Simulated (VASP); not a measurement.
A run of VASP 6.6.1 is set up as follows.

INCAR

```
  PREC = Accurate
  ENCUT = 520
  EDIFF = 1E-7
  ISMEAR = 0
  SIGMA = 0.1
  LREAL = False
  LASPH = True
  NELM = 60
  ALGO = Normal
  ISIF = 2
  LWAVE = False
  LCHARG = False
  GGA = PE
  NBANDS = 24
```

The input KPOINTS:

```
Automatic mesh
0
Gamma
  5 5 5
```

POSCAR

```
SnTe3
1.0
    0.0000000000      3.8612190000      3.8612190000
    3.8612190000      0.0000000000      3.8612190000
    3.8612190000      3.8612190000      0.0000000000
Sn Te
1 3
Direct
    0.0000000000      0.0000000000      0.0000000000
    0.2500000000      0.2500000000      0.2500000000
    0.7500000000      0.7500000000      0.7500000000
    0.5000000000      0.5000000000      0.5000000000
```

Potentials or basis: VASP PAW PBE potentials, release 64 (Sn_d, Te).

Launch:

```console
$ cat potpaw_PBE.64/Sn_d/POTCAR potpaw_PBE.64/Te/POTCAR > POTCAR
$ mpirun -np 1 vasp_std > vasp.out
```

(1) What does it give for the pressure?

Answers

(1) 0.3 GPa.
